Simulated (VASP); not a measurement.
# BeTe in VASP: further runs, part 3 of 3

VASP 6.6.1. Earlier steps stand in the parts before.

**5. Relaxation of cell and atoms, PBE**

This run uses another cell than the first one, of 17.12 Å³/atom, 0.889 times its volume.

File INCAR:

```
  PREC = Accurate
  ENCUT = 600
  EDIFF = 1E-7
  ISMEAR = 0
  SIGMA = 0.1
  LREAL = False
  LASPH = True
  NELM = 100
  ALGO = Normal
  ISIF = 3
  LWAVE = False
  LCHARG = False
  GGA = PE
  IBRION = 2
  NSW = 90
  EDIFFG = -0.04
```

File KPOINTS:

```
Automatic mesh
0
Gamma
  6 6 6
```

File POSCAR:

```
BeTe
1.0
    1.8171445400      1.0491288900      2.9939084900
   -1.8171445400      1.0491288900      2.9939084900
    0.0000000000     -2.0982577800      2.9939084900
Be Te
1 1
Direct
    0.5000000000      0.5000000000      0.5000000000
    0.0000000000      0.0000000000      0.0000000000
```

Potentials or basis: VASP PAW PBE potentials, release 64 (Be, Te).

The run is started by

```bash
$ cat potpaw_PBE.64/Be/POTCAR potpaw_PBE.64/Te/POTCAR > POTCAR
$ mpirun -np 1 vasp_std > vasp.out
```

OUTCAR:

```text
PREC = Accurate
   ENCUT = 600
   EDIFF = 1E-7
   ISMEAR = 0
   LREAL = False
   LASPH = True
   NELM = 100
   ISIF = 3
   GGA = PE
   IBRION = 2
   NSW = 90
   EDIFFG = -0.04

 ion  position               nearest neighbor table
   1  0.500  0.500  0.500-   2 2.58   2 2.58   2 2.58   2 2.58   2 2.58   2 2.58
   2  0.000  0.000  0.000-   1 2.58   1 2.58   1 2.58   1 2.58   1 2.58   1 2.58

  LATTYP: Found a trigonal (rhomboedric) cell.
 ALAT       =     3.6559778109
 COS(alpha) =     0.5059148051

  Lattice vectors:

 A1 = (   1.8171445400,   1.0491288900,   2.9939084900)
 A2 = (  -1.8171445400,   1.0491288900,   2.9939084900)
 A3 = (   0.0000000000,  -2.0982577800,   2.9939084900)

Analysis of symmetry for initial positions (statically):
=====================================================================
 Subroutine PRICEL returns:
 Original cell was already a primitive cell.

 Routine SETGRP: Setting up the symmetry group for a
 trigonal (rhombohedral) supercell.

 Subroutine GETGRP returns: Found 12 space group operations
 (whereof 12 operations were pure point group operations)
 out of a pool of 12 trial point group operations.

The static configuration has the point symmetry D_3d.

Analysis of symmetry for dynamics (positions and initial velocities):
=====================================================================
 Subroutine PRICEL returns:
 Original cell was already a primitive cell.

 Routine SETGRP: Setting up the symmetry group for a
 trigonal (rhombohedral) supercell.

 Subroutine GETGRP returns: Found 12 space group operations
 (whereof 12 operations were pure point group operations)
[... 143 lines left out ...]

 number of electron       8.0000000 magnetization

 Free energy of the ion-electron system (eV)
  ---------------------------------------------------
  ext. energy  EPLUGINS =         0.00000000
  ---------------------------------------------------
  free energy    TOTEN  =        -6.46532031 eV

  energy without entropy =       -6.46222858  energy(sigma->0) =       -6.46377445

 E-fermi :   8.8900     XC(G=0): -10.4426

 val. band max:        8.6312998488   @ k =   0.3333   0.3333  -0.0000
 cond. band min:       8.9536167810   @ k =   0.5000   0.3333   0.0000
 fundamental gap:      0.3223169322
 Fermi energy:         8.8899922087

 k-point     1 :       0.0000    0.0000    0.0000
  band No.  band energies     occupation
      1      -5.5121      2.00000
      2       8.4206      2.00000
      3       8.5715      1.99999
      4       8.5715      1.99999
      5      13.0676      0.00000
      6      15.4416      0.00000
      7      15.4420      0.00000
      8      15.4801      0.00000
[... 324 lines left out ...]
--------------------------------------- Ionic step        3  -------------------------------------------

 number of electron       8.0000000 magnetization

 Free energy of the ion-electron system (eV)
  ---------------------------------------------------
  ext. energy  EPLUGINS =         0.00000000
  ---------------------------------------------------
  free energy    TOTEN  =        -6.58525142 eV

  energy without entropy =       -6.58195723  energy(sigma->0) =       -6.58360432

 E-fermi :   7.3555     XC(G=0):  -9.9608

 val. band max:        7.1490928776   @ k =   0.3333   0.3333  -0.0000
 cond. band min:       7.4305102341   @ k =   0.5000   0.3333   0.0000
 fundamental gap:      0.2814173565
 Fermi energy:         7.3554937281

 k-point     1 :       0.0000    0.0000    0.0000
  band No.  band energies     occupation
      1      -6.0948      2.00000
      2       6.9617      2.00000
      3       7.0219      2.00000
      4       7.0219      2.00000
      5      10.3367      0.00000
      6      13.5432      0.00000
      7      13.5432      0.00000
      8      13.5599      0.00000
[... 282 lines left out ...]
  FREE ENERGIE OF THE ION-ELECTRON SYSTEM (eV)
  ---------------------------------------------------
  free  energy   TOTEN  =        -6.5852514224 eV

  energy  without entropy=       -6.5819572271  energy(sigma->0) =       -6.58360432

 reached required accuracy - stopping structural energy minimisation
```

OSZICAR:

```text
N       E                     dE             d eps       ncg     rms          rms(c)
DAV:   1     0.176069967308E+02    0.17607E+02   -0.34752E+03   512   0.893E+02
DAV:   2    -0.599235198704E+01   -0.23599E+02   -0.22671E+02   768   0.104E+02
DAV:   3    -0.648322694797E+01   -0.49087E+00   -0.48616E+00   704   0.163E+01
[... 26 lines left out ...]
DAV:   5    -0.658525282245E+01    0.12742E-03   -0.19518E-04   696   0.895E-02    0.326E-02
DAV:   6    -0.658525206791E+01    0.75454E-06   -0.28112E-06   616   0.138E-02    0.181E-02
DAV:   7    -0.658525123106E+01    0.83685E-06   -0.39918E-07   736   0.480E-03    0.344E-03
DAV:   8    -0.658525133507E+01   -0.10400E-06   -0.18414E-08   416   0.892E-04    0.162E-03
DAV:   9    -0.658525142241E+01   -0.87343E-07   -0.37418E-09   304   0.454E-04
   3 F= -.65852514E+01 E0= -.65836043E+01  d E =-.119931E+00
```

Run time: 17 s. Hardware: 1 thread of Intel Xeon 6975P-C (Granite Rapids), shared host; peak memory 0.18 GiB.

Results:

| Property | Result |
| --- | --- |
| Free energy | -6.5853 eV |
| Relaxed volume | 19.24 Å³/atom |
| Relaxed cell | a = 3.794 Å, b = 3.794 Å, c = 3.794 Å, α = 59.82°, β = 59.82°, γ = 59.82° |
| Space group after relaxing (to 0.05 Å) | Fm-3m (No. 225) |
| Energy gained by relaxing | 60.0 meV/atom |
| Ionic steps | 3 |
| Pressure after relaxing | 0.0 GPa |
| Band gap on the k mesh | zero (band 4 reaches 7.56 eV, above the bottom of band 5 at 6.33 eV) |

Step by step:
| step | energy change (eV) | largest force (eV/Å) | pressure (GPa) | volume (Å³) |
| --- | --- | --- | --- | --- |
| 1 | 0.0000 | 0.0000 | 9.96 | 34.25 |
| 2 | -0.1113 | 0.0000 | -2.08 | 39.80 |
| 3 | -0.1199 | 0.0000 | 0.03 | 38.47 |

Final structure:
```cif
data_structure
_symmetry_space_group_name_H-M 'P 1'
_symmetry_Int_Tables_number 1
_cell_length_a 3.7945
_cell_length_b 3.7945
_cell_length_c 3.7945
_cell_angle_alpha 59.819
_cell_angle_beta 59.819
_cell_angle_gamma 59.819
_cell_volume 38.47
loop_
_atom_site_label
_atom_site_type_symbol
_atom_site_fract_x
_atom_site_fract_y
_atom_site_fract_z
_atom_site_occupancy
Be1 Be 0.50000 0.50000 0.50000 1
Te1 Te 0.00000 0.00000 0.00000 1
```

Caveat: spin-orbit coupling is left out, which moves the levels of the heavy elements.

**6. Single point, PBE**

This run uses another cell than the first one, of 17.12 Å³/atom, 0.889 times its volume.

File INCAR:

```
PREC = Accurate
ENCUT = 520
EDIFF = 1E-7
ISMEAR = 0
SIGMA = 0.1
LREAL = F
LASPH = T
NELM = 60
ALGO = Normal
ISIF = 2
LWAVE = F
LCHARG = F
GGA = PE
NBANDS = 11
```

KPOINTS is that of step 5.

POSCAR is that of step 5.

Potentials or basis: VASP PAW PBE potentials, release 64 (Be, Te).

The run is started by

```bash
$ cat potpaw_PBE.64/Be/POTCAR potpaw_PBE.64/Te/POTCAR > POTCAR
$ mpirun -np 1 vasp_std > vasp.out
```

OUTCAR:

```text
PREC = Accurate
   ENCUT = 520
   EDIFF = 1E-7
   ISMEAR = 0
   LREAL = F
   LASPH = T
   NELM = 60
   ISIF = 2
   GGA = PE

 ion  position               nearest neighbor table
   1  0.500  0.500  0.500-   2 2.58   2 2.58   2 2.58   2 2.58   2 2.58   2 2.58
   2  0.000  0.000  0.000-   1 2.58   1 2.58   1 2.58   1 2.58   1 2.58   1 2.58

  LATTYP: Found a trigonal (rhomboedric) cell.
 ALAT       =     3.6559778109
 COS(alpha) =     0.5059148051

  Lattice vectors:

[... 513 lines left out ...]
      5      10.3920      0.00000
      6      13.8840      0.00000
      7      14.8586      0.00000
      8      18.8040      0.00000
      9      19.0528      0.00000
     10      20.4492      0.00000
     11      25.1790      0.00000

 [... further k-points ...]
[... 5 lines left out ...]
  --------------------------------------------------------------------------------------
  -------------------------------------------------------------------------------------
  Total        2.2186995      2.2186995      1.9502064      0.0000000      0.0000000      0.0000000
  in kB      103.8008661    103.8008662     91.2395355      0.0000000      0.0000000      0.0000000
  external PRESSURE =      99.6137559 kB  Pullay stress =       0.0000000 kB

 VOLUME and BASIS-vectors are now :
 -----------------------------------------------------------------------------
  energy-cutoff  :      520.00
  volume of cell :       34.25
      direct lattice vectors                 reciprocal lattice vectors
     1.817144540  1.049128890  2.993908490     0.275156978  0.158861955  0.111337182
    -1.817144540  1.049128890  2.993908490    -0.275156978  0.158861955  0.111337182
     0.000000000 -2.098257780  2.993908490     0.000000000 -0.317723910  0.111337182

 POSITION                                       TOTAL-FORCE (eV/Angst)
 -----------------------------------------------------------------------------------
      0.00000      0.00000      4.49086        -0.000000      0.000000     -0.000000
      0.00000      0.00000      0.00000         0.000000     -0.000000      0.000000
 -----------------------------------------------------------------------------------
    total drift:                                0.000000      0.000000      0.000000

  FREE ENERGIE OF THE ION-ELECTRON SYSTEM (eV)
  ---------------------------------------------------
  free  energy   TOTEN  =        -6.4652651416 eV

  energy  without entropy=       -6.4621734355  energy(sigma->0) =       -6.46371929
```

OSZICAR:

```text
N       E                     dE             d eps       ncg     rms          rms(c)
DAV:   1     0.137071173501E+02    0.13707E+02   -0.32050E+03   704   0.581E+02
DAV:   2    -0.572837202005E+01   -0.19435E+02   -0.18869E+02   951   0.913E+01
DAV:   3    -0.648090290508E+01   -0.75253E+00   -0.73412E+00   929   0.152E+01
DAV:   4    -0.648511422374E+01   -0.42113E-02   -0.42100E-02   824   0.139E+00
DAV:   5    -0.648515523758E+01   -0.41014E-04   -0.41012E-04   835   0.140E-01    0.628E+00
DAV:   6    -0.646829705304E+01    0.16858E-01   -0.19719E-02   830   0.610E-01    0.378E+00
DAV:   7    -0.646541257657E+01    0.28845E-02   -0.18240E-02   807   0.637E-01    0.238E-01
DAV:   8    -0.646524948081E+01    0.16310E-03   -0.15168E-03   779   0.212E-01    0.608E-02
DAV:   9    -0.646526234000E+01   -0.12859E-04   -0.82820E-05   915   0.551E-02    0.155E-02
DAV:  10    -0.646526454897E+01   -0.22090E-05   -0.57847E-06   776   0.123E-02    0.578E-03
DAV:  11    -0.646526507268E+01   -0.52371E-06   -0.84077E-07   825   0.608E-03    0.270E-03
DAV:  12    -0.646526514162E+01   -0.68939E-07   -0.91435E-08   683   0.153E-03
   1 F= -.64652651E+01 E0= -.64637193E+01  d E =-.309171E-02
```

Run time: 14 s. Hardware: 1 thread of AMD EPYC 7R43 (Zen 3), shared host; peak memory 0.13 GiB.

Results:

- Free energy: -6.4653 eV
- Pressure: 10.0 GPa
- Band gap on the k mesh: zero (band 4 reaches 9.25 eV, above the bottom of band 5 at 7.90 eV)

Levels at points of the mesh, in eV from the Fermi level:
```tsv
k point	band 2	band 3	band 4	band 5	band 6	band 7
(0.00, 0.00, 0.00)	-0.47	-0.32	-0.32	4.18	6.55	6.55
(0.50, 0.00, 0.00)	-7.70	-0.40	-0.35	1.99	2.06	3.12
(0.50, 0.50, 0.00)	-7.02	-3.62	-3.51	-0.99	2.56	9.60
(0.50, 0.50, 0.50)	-7.74	-0.28	-0.28	2.10	2.10	3.24
```

Caveat: spin-orbit coupling is left out, which moves the levels of the heavy elements.

**7. Overview**

```tsv
task	cell	k mesh	cutoff (eV)	gap on the mesh (eV)	pressure (GPa)
single point	a = 3.791 Å, angles 60.0°, 2 atoms	18 × 18 × 18	520	none	0.1
relaxation of cell and atoms	relaxed from a = 3.792 Å, angles 60.0°, 2 atoms	18 × 18 × 18	600	none	0.0
single point	a = 3.791 Å, angles 60.0°, 2 atoms	6 × 6 × 6	520	none	-0.1
relaxation of cell and atoms	relaxed from a = 3.656 Å, angles 59.6°, 2 atoms	6 × 6 × 6	600	none	0.0
single point	a = 3.656 Å, angles 59.6°, 2 atoms	6 × 6 × 6	520	none	10.0
```

Alike in all rows: level PBE; potentials or basis VASP PAW PBE potentials, release 64 (Be, Te); no spin polarisation; smearing gaussian 0.1 eV.

Caveats: spin-orbit coupling is left out, which moves the levels of the heavy elements; the relaxation stopped at its first step, so nothing moved (some runs).

Total energies depend on the potentials used, so only differences within one code and one set of settings carry meaning.
